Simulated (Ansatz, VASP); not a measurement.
## Zn5Se2S3: VASP beside Ansatz

```
Zn Se S
1.0
    -1.92140    1.92140   13.58633
     1.92140   -1.92140   13.58633
     1.92140    1.92140  -13.58633
Zn Se S
5 2 3
Direct
  0.35000 0.85000 0.50000
  0.95000 0.45000 0.50000
  0.55000 0.05000 0.50000
  0.15000 0.65000 0.50000
  0.75000 0.25000 0.50000
  0.90000 0.90000 0.00000
  0.10000 0.10000 0.00000
  0.70000 0.70000 0.00000
  0.30000 0.30000 0.00000
  0.50000 0.50000 0.00000
```

Alike in both runs: task single point; functional PBE; k mesh 6 × 6 × 6; occupations gaussian, width 0.1 eV; no spin polarisation.

|  | VASP | Ansatz |
| --- | --- | --- |
| version | VASP 6.6.1 | Ansatz 0.2.0 |
| potentials or method | VASP PAW PBE potentials, release 64 (Zn, Se, S), cutoff 520 eV | scalar-relativistic, plane waves, PAW |
| valence electrons in the cell | 90 | 110 |

```tsv
	VASP	Ansatz	Ansatz less VASP
gap on the k mesh at the Fermi level (eV)	1.94	1.94	-0.006
least direct gap on the mesh (eV)	1.94	1.94	-0.006
pressure (GPa)	5.6	5.4	-0.24
traceless stress, the component that is largest in VASP (GPa)	-0.10	-0.10	+0.001
rms of the force components (eV/Å)	0.319	0.313	-0.0065
```

Atom by atom the forces differ by 0.006 eV/Å (rms over components). With one functional, cell and mesh, what is left measures potentials, basis and numerics. VASP's potentials hold 90 valence electrons a cell and Ansatz's 110, so a difference there can come from the potentials and not from the codes.
